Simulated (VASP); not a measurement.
# BN (Cmcm) in VASP: a series of runs

The runs below take BN through single point, with LDA.

Program: VASP 6.6.1. These are calculated values, not measurements. Logs are shortened: lines on timing, memory, paths and dates and some standing lists are left out, and cuts for length are marked.

## Step 1: The cell of the first run

The structure is orthorhombic, space group Cmcm (No. 63). The conventional cell has a = 2.671 Å, b = 4.310 Å, c = 6.019 Å, α = 90.00°, β = 90.00°, γ = 90.00°. B (site symmetry m2m) has 3 N at 1.45 to 1.51 Å within 1.9 Å. N (site symmetry m2m) has 3 B at 1.45 to 1.51 Å within 1.9 Å.

## Step 2: Single point, LDA (normal strain along x +0.0733, normal strain along z -0.0733)

INCAR reads:

```
SYSTEM = BN
PREC     = Accurate       ! precision mode
ENCUT    = 520            ! plane-wave cutoff, eV
EDIFF    = 1E-7           ! SCF threshold, eV
ISMEAR   = 0              ! smearing method
SIGMA    = 0.05           ! smearing width, eV
LREAL    = .False.        ! projectors in reciprocal space
LASPH    = .True.         ! aspherical terms in the spheres
NELM     = 60             ! most SCF steps
ALGO     = Normal         ! electronic algorithm
ISIF     = 2              ! what is computed and relaxed
LWAVE    = .False.        ! write WAVECAR
LCHARG   = .True.         ! write CHGCAR
LELF     = .True.         ! ELF
LVHAR    = .True.       
NBANDS   = 16             ! bands
```

KPOINTS reads:

```
regular mesh
0
Gamma
  12 12 4
  0 0 0
```

POSCAR reads:

```
BN
1.0
    2.6707478959      0.0000000000      0.0000000000
   -1.3353739480      2.1549757989      0.0000000000
    0.0000000000      0.0000000000      6.0191680927
B N
2 2
Direct
    0.3449611185      0.6899222370      0.2500000000
    0.6550388815      0.3100777630      0.7500000000
    0.3181978483      0.6363956965      0.7500000000
    0.6818021517      0.3636043035      0.2500000000
```

Potentials or basis: VASP PAW LDA potentials, release 64 (B, N).

On the command line:

```console
$ cat potpaw_LDA.64/B/POTCAR potpaw_LDA.64/N/POTCAR > POTCAR
$ mpirun -np 1 vasp_std > vasp.out
```

OUTCAR:

```text
SYSTEM = BN
   PREC = Accurate
   ENCUT = 520
   EDIFF = 1E-7
   ISMEAR = 0
   LREAL = .False.
   LASPH = .True.
   NELM = 60
   ISIF = 2

 ion  position               nearest neighbor table
   1  0.345  0.690  0.250-   4 1.45   4 1.51   4 1.51
   2  0.655  0.310  0.750-   3 1.45   3 1.51   3 1.51
   3  0.318  0.636  0.750-   2 1.45   2 1.51   2 1.51
   4  0.682  0.364  0.250-   1 1.45   1 1.51   1 1.51

  Warning from LATTYP: Monoclinic adjustment (A1->A3, A2->A1, A3->A2)!
  LATTYP: Found a base centered orthorhombic cell.
 ALAT       =     2.6707478959
 B/A-ratio  =     1.6137620494
 C/A-ratio  =     2.2537387755

  Lattice vectors:

 A1 = (   1.3353739480,  -2.1549757989,   0.0000000000)
 A2 = (   1.3353739479,   2.1549757989,   0.0000000000)
 A3 = (   0.0000000000,   0.0000000000,   6.0191680927)

Analysis of symmetry for initial positions (statically):
=====================================================================
 Subroutine PRICEL returns:
 Original cell was already a primitive cell.

 Routine SETGRP: Setting up the symmetry group for a
 base centered orthorhombic supercell.

 Subroutine GETGRP returns: Found  8 space group operations
 (whereof  4 operations were pure point group operations)
 out of a pool of  8 trial point group operations.

The static configuration has the point symmetry C_2h.
 The point group associated with its full space group is D_2h.

Analysis of symmetry for dynamics (positions and initial velocities):
=====================================================================
 Subroutine PRICEL returns:
 Original cell was already a primitive cell.

 Routine SETGRP: Setting up the symmetry group for a
 base centered orthorhombic supercell.

 Subroutine GETGRP returns: Found  8 space group operations
 (whereof  4 operations were pure point group operations)
 out of a pool of  8 trial point group operations.

The dynamic configuration has the point symmetry C_2h.
 The point group associated with its full space group is D_2h.

 Subroutine INISYM returns: Found  8 space group operations
 (whereof  4 operations are pure point group operations),
 and found     1 'primitive' translations

----------------------------------------------------------------------------------------

                                     Primitive cell

  volume of cell :      34.6427

  direct lattice vectors                    reciprocal lattice vectors
     2.670747896  0.000000000  0.000000000     0.374426954  0.232021167  0.000000000
    -1.335373948  2.154975799  0.000000000     0.000000000  0.464042334  0.000000000
     0.000000000  0.000000000  6.019168093     0.000000000  0.000000000  0.166135915

  length of vectors
     2.670747896  2.535181310  6.019168093     0.440487646  0.464042334  0.166135915

  position of ions in fractional coordinates (direct lattice)
     0.344961119  0.689922237  0.250000000
     0.655038881  0.310077763  0.750000000
     0.318197848  0.636395697  0.750000000
     0.681802152  0.363604303  0.250000000

  ion indices of the primitive-cell ions
   primitive index   ion index
                 1           1
                 2           2
                 3           3
                 4           4

----------------------------------------------------------------------------------------

 KPOINTS: regular mesh

Automatic generation of k-mesh.
 Grid dimensions read from file:
 generate k-points for:   12   12    4

 Generating k-lattice:

  Cartesian coordinates                     Fractional coordinates (reciprocal lattice)
     0.031202246  0.019335097  0.000000000     0.083333333  0.000000000  0.000000000
     0.000000000  0.038670195  0.000000000     0.000000000  0.083333333  0.000000000
     0.000000000  0.000000000  0.041533979     0.000000000  0.000000000  0.250000000

  Length of vectors
     0.036707304  0.038670195  0.041533979

  Shift w.r.t. Gamma in fractional coordinates (k-lattice)
     0.000000000  0.000000000  0.000000000

 Subroutine IBZKPT returns following result:
 ===========================================

 Found    129 irreducible k-points:

 Following reciprocal coordinates:
            Coordinates               Weight
  0.000000  0.000000  0.000000      1.000000
  0.083333  0.000000  0.000000      4.000000
  0.166667 -0.000000  0.000000      4.000000
  0.250000  0.000000  0.000000      4.000000
  0.333333  0.000000  0.000000      4.000000
  0.416667  0.000000  0.000000      4.000000
[... 16 lines left out ...]
  0.333333  0.166667  0.000000      4.000000
  0.416667  0.166667  0.000000      4.000000
 [... further k-points ...]
   k-points           NKPTS =    129   k-points in BZ     NKDIM =    129   number of bands    NBANDS=     16
   number of dos      NEDOS =    301   number of ions     NIONS =      4
   total plane-waves  NPLWV =  19200
   dimension x,y,z NGX =    20 NGY =   20 NGZ =   48
   dimension x,y,z NGXF=    40 NGYF=   40 NGZF=   96
   ions per type =               2   2
   NGX,Y,Z   is equivalent  to a cutoff of  12.45, 13.12, 13.26 a.u.
   NGXF,Y,Z  is equivalent  to a cutoff of  24.90, 26.23, 26.51 a.u.
 SYSTEM =  BN
   PREC   = accura    normal or accurate (medium, high low for compatibility)
   ISTART =      0    job   : 0-new  1-cont  2-samecut
   ICHARG =      2    charge: 1-file 2-atom 10-const
   ISPIN  =      1    spin polarized calculation?
   LNONCOLLINEAR =      F non collinear calculations
   LSORBIT =      F    spin-orbit coupling
   LASPH  =      T    aspherical Exc in radial PAW
   ENCUT  =  520.0 eV  38.22 Ry    6.18 a.u.   4.97  4.71 11.19*2*pi/ulx,y,z
   NELM   =     60;   NELMIN=  2; NELMDL= -5     # of ELM steps
   EDIFF  = 0.1E-06   stopping-criterion for ELM
   LREAL  =      F    real-space projection
   EDIFFG = 0.1E-05   stopping-criterion for IOM
   NSW    =      0    number of steps for IOM
   IBRION =     -1    ionic relax: 0-MD 1-quasi-New 2-CG
   NFREE  =      0    steps in history (QN), initial steepest desc. (CG)
   ISIF   =      2    stress and relaxation
   ISYM   =      2    0-nonsym 1-usesym 2-fastsym
   POTIM  = 0.5000    time-step for ionic-motion
   TEBEG  =    0.0;   TEEND  =   0.0 temperature during run
   PSTRESS=    0.0 pullay stress
   NELECT =      16.0000    total number of electrons
   NUPDOWN=      -1.0000    fix difference up-down
   EMIN   =  10.00;   EMAX   =-10.00  energy-range for DOS
   EFERMI =   0.00;   METHOD = LEGACY
   ISMEAR =     0;   SIGMA  =   0.05  broadening in eV -4-tet -1-fermi 0-gaus
   EFERMI_NEDOS =   21; number of points for ismear=-14 and -15
   IALGO  =     38    algorithm
   IMIX   =      4    mixing-type and parameters
     AMIX     =   0.40;   BMIX     =  1.00
     AMIX_MAG =   1.60;   BMIX_MAG =  1.00
  volume/ion in A,a.u.               =       8.66        58.45
  Fermi-wavevector in a.u.,A,eV,Ry     =   1.265448  2.391350 21.787800  1.601358
  Thomas-Fermi vector in A             =   2.398700
   LORBIT       =      0    0 simple, 1 ext, 2 COOP (PROOUT), +10 PAW based schemes
   GGA     = CA    functional components
   LHFCALC =     F    Hartree Fock is set to
   AEXX    =    0.0000 exact exchange contribution
   IVDW    =     0    specifies the selected vdW correction
   LEPSILON=     F    determine dielectric tensor
   LRPA    =     F    only Hartree local field effects (RPA)
 non-spin polarized calculation
 Gauss-broadening in eV      SIGMA  =   0.05
  energy-cutoff  :      520.00
  volume of cell :       34.64
 maximum number of plane-waves:       952
   NGX =  9   NGY =  9   NGZ = 23

 number of electron      15.9999999 magnetization

 Free energy of the ion-electron system (eV)
  ---------------------------------------------------
  ext. energy  EPLUGINS =         0.00000000
  ---------------------------------------------------
  free energy    TOTEN  =       -38.11124102 eV

  energy without entropy =      -38.11124102  energy(sigma->0) =      -38.11124102

 E-fermi :   3.1286     XC(G=0): -10.9305

 val. band max:        2.8846062339   @ k =   0.1667   0.4167   0.0000
 cond. band min:       6.4501330674   @ k =   0.5000   0.0000   0.2500
 fundamental gap:      3.5655268334
 Fermi energy:         3.1285797998

 k-point     1 :       0.0000    0.0000    0.0000
  band No.  band energies     occupation
      1     -14.6401      2.00000
      2     -13.9967      2.00000
      3      -3.8075      2.00000
      4      -0.3145      2.00000
      5       0.9283      2.00000
      6       1.0533      2.00000
[... 8 lines left out ...]
     15      14.3943      0.00000
     16      15.1520      0.00000

 k-point     2 :       0.0833    0.0000    0.0000
  band No.  band energies     occupation
      1     -14.5152      2.00000
      2     -13.8807      2.00000
      3      -3.6367      2.00000
      4      -0.1724      2.00000
      5       0.4489      2.00000
      6       0.5732      2.00000
[... 8 lines left out ...]
     15      14.1646      0.00000
     16      15.3731      0.00000

 k-point     3 :       0.1667   -0.0000    0.0000
  band No.  band energies     occupation
      1     -14.1474      2.00000
      2     -13.5405      2.00000
      3      -3.1305      2.00000
      4      -0.8920      2.00000
      5      -0.7394      2.00000
      6       0.2423      2.00000
[... 8 lines left out ...]
     15      15.4091      0.00000
     16      16.3516      0.00000

 k-point     4 :       0.2500    0.0000    0.0000
  band No.  band energies     occupation
      1     -13.5613      2.00000
      2     -13.0049      2.00000
      3      -2.5968      2.00000
      4      -2.4007      2.00000
      5      -2.3100      2.00000
      6      -0.0545      2.00000
[... 8 lines left out ...]
     15      17.1424      0.00000
     16      18.0339      0.00000
[... 324 lines left out ...]
 k-point    22 :       0.2500    0.1667    0.0000
  band No.  band energies     occupation
      1     -12.3795      2.00000
      2     -11.9494      2.00000
      3      -4.3203      2.00000
      4      -4.1547      2.00000
      5      -1.7849      2.00000
      6      -1.6129      2.00000
[... 8 lines left out ...]
     15      16.0646      0.00000
     16      17.2073      0.00000

 k-point    23 :       0.3333    0.1667    0.0000
  band No.  band energies     occupation
      1     -11.6924      2.00000
      2     -11.4174      2.00000
      3      -5.3856      2.00000
      4      -5.2100      2.00000
      5      -2.2518      2.00000
      6      -2.0582      2.00000
[... 8 lines left out ...]
     15      16.0143      0.00000
     16      18.4521      0.00000

 k-point    24 :       0.4167    0.1667    0.0000
  band No.  band energies     occupation
      1     -11.4175      2.00000
      2     -11.2708      2.00000
      3      -5.7089      2.00000
      4      -5.5399      2.00000
      5      -2.4661      2.00000
      6      -2.2623      2.00000
[... 8 lines left out ...]
     15      16.8832      0.00000
     16      19.8893      0.00000

 [... further k-points ...]
[... 5 lines left out ...]
  --------------------------------------------------------------------------------------
  -------------------------------------------------------------------------------------
  Total      -12.5252462     -2.6185048      0.5117888      0.0000000      0.0000000      0.0000000
  in kB     -579.2754041   -121.1022438     23.6695284      0.0000000      0.0000000      0.0000000
  external PRESSURE =    -225.5693732 kB  Pullay stress =       0.0000000 kB

 VOLUME and BASIS-vectors are now :
 -----------------------------------------------------------------------------
  energy-cutoff  :      520.00
  volume of cell :       34.64
      direct lattice vectors                 reciprocal lattice vectors
     2.670747896  0.000000000  0.000000000     0.374426954  0.232021167  0.000000000
    -1.335373948  2.154975799  0.000000000     0.000000000  0.464042334  0.000000000
     0.000000000  0.000000000  6.019168093     0.000000000  0.000000000  0.166135915

 POSITION                                       TOTAL-FORCE (eV/Angst)
 -----------------------------------------------------------------------------------
     -0.00000      1.48677      1.50479         0.000000     -0.013113     -0.000000
      1.33537      0.66821      4.51438        -0.000000      0.013113      0.000000
      0.00000      1.37142      4.51438         0.000000     -0.015930      0.000000
      1.33537      0.78356      1.50479        -0.000000      0.015930      0.000000
 -----------------------------------------------------------------------------------
    total drift:                               -0.000000      0.000000     -0.000000

  FREE ENERGIE OF THE ION-ELECTRON SYSTEM (eV)
  ---------------------------------------------------
  free  energy   TOTEN  =       -38.1112410161 eV

  energy  without entropy=      -38.1112410161  energy(sigma->0) =      -38.11124102
```

Run time: 33 s. Hardware: 1 thread of Intel Xeon Platinum 8559C (Emerald Rapids), shared host; peak memory 0.17 GiB.

What came out:

```
Free energy            : -38.1112 eV
Pressure               : -22.6 GPa
Largest force          : 0.016 eV/Å
Band gap on the k mesh : 3.57 eV, indirect (least direct gap 3.69 eV)
```

Forces on the atoms (eV/Å):
```
B    0.000 -0.013  0.000
B    0.000  0.013  0.000
N    0.000 -0.016  0.000
N    0.000  0.016  0.000
```

Levels at points of the mesh, in eV from the valence-band top:
```csv
k point,band 5,band 6,band 7,band 8,band 9,band 10,band 11,band 12
"(0.00, 0.00, 0.00)",-1.96,-1.83,-1.47,-1.36,5.36,9.59,9.88,10.22
"(0.50, 0.00, 0.00)",-3.94,-3.77,-2.26,-0.59,3.59,5.50,9.08,9.35
"(0.00, 0.50, 0.00)",-5.02,-4.82,-1.73,-0.01,3.67,5.80,7.21,7.44
"(0.00, 0.00, 0.50)",-1.89,-1.89,-1.41,-1.41,7.96,7.96,10.04,10.04
"(0.50, 0.00, 0.50)",-3.86,-3.86,-1.30,-1.30,4.01,4.01,9.51,9.51
"(0.00, 0.50, 0.50)",-4.92,-4.92,-0.80,-0.80,4.30,4.30,7.47,7.47
```

Caveat: the cell differs from its parent crystal (normal strain along x +0.0733, normal strain along z -0.0733). A k mesh can miss the band edges.

## Step 3: Single point, LDA (normal strain along x -0.0733, normal strain along z +0.1100)

INCAR reads:

```
SYSTEM = BN
PREC = Accurate
ENCUT = 520
EDIFF = 1E-6
ISMEAR = 0
SIGMA = 0.05
LREAL = .False.
LASPH = .True.
NELM = 100
ALGO = Normal
ISIF = 2
LWAVE = .False.
LCHARG = .True.
LELF = .True.
LVHAR = .True.
NBANDS = 16
```

KPOINTS is that of step 2.

POSCAR reads:

```
BN
1.0
    2.3059555345      0.0000000000      0.0000000000
   -1.1529777672      2.1549757989      0.0000000000
    0.0000000000      0.0000000000      7.2097513575
B N
2 2
Direct
    0.3245361933      0.6490723867      0.2500000000
    0.6754638067      0.3509276133      0.7500000000
    0.3489603252      0.6979206504      0.7500000000
    0.6510396748      0.3020793496      0.2500000000
```

Potentials or basis: VASP PAW LDA potentials, release 64 (B, N).

On the command line:

```console
$ cat potpaw_LDA.64/B/POTCAR potpaw_LDA.64/N/POTCAR > POTCAR
$ mpirun -np 1 vasp_std > vasp.out
```

It took 32 s on 1 thread of Intel Xeon Platinum 8559C (Emerald Rapids), shared host; peak memory 0.17 GiB.

Results (log left out):

```yaml
Free_energy: -37.9302 eV
Pressure: 30.7 GPa
Largest_force: 0.010 eV/Å
Band_gap_on_the_k_mesh: 3.99 eV, indirect (least direct gap 4.75 eV)
```

Forces in eV/Å, atoms in the order of the input:
```
B    0.000  0.009  0.000
B    0.000 -0.009  0.000
N    0.000  0.010  0.000
N    0.000 -0.010  0.000
```

Stress tensor (GPa, compression positive):
```
74.25  0.00  0.00
 0.00 19.56  0.00
 0.00  0.00 -1.64
```

Levels at points of the mesh, in eV from the valence-band top:
```
           k point  band 5  band 6  band 7  band 8  band 9  band 10  band 11  band 12
(0.00, 0.00, 0.00)   -1.85   -1.84   -0.48   -0.47    4.28     9.02    11.39    11.89
(0.50, 0.00, 0.00)   -4.84   -4.81   -1.17   -0.54    4.61     5.68    10.05    10.58
(0.00, 0.50, 0.00)   -3.24   -3.22   -1.77   -1.19    3.99     4.93    10.84    11.90
(0.00, 0.00, 0.50)   -1.84   -1.84   -0.47   -0.47    6.29     6.29    11.77    11.77
(0.50, 0.00, 0.50)   -4.83   -4.83   -0.86   -0.86    5.04     5.04    10.43    10.43
(0.00, 0.50, 0.50)   -3.23   -3.23   -1.47   -1.47    4.33     4.33    12.20    12.20
```

Caveat: the cell differs from its parent crystal (normal strain along x -0.0733, normal strain along z +0.1100).
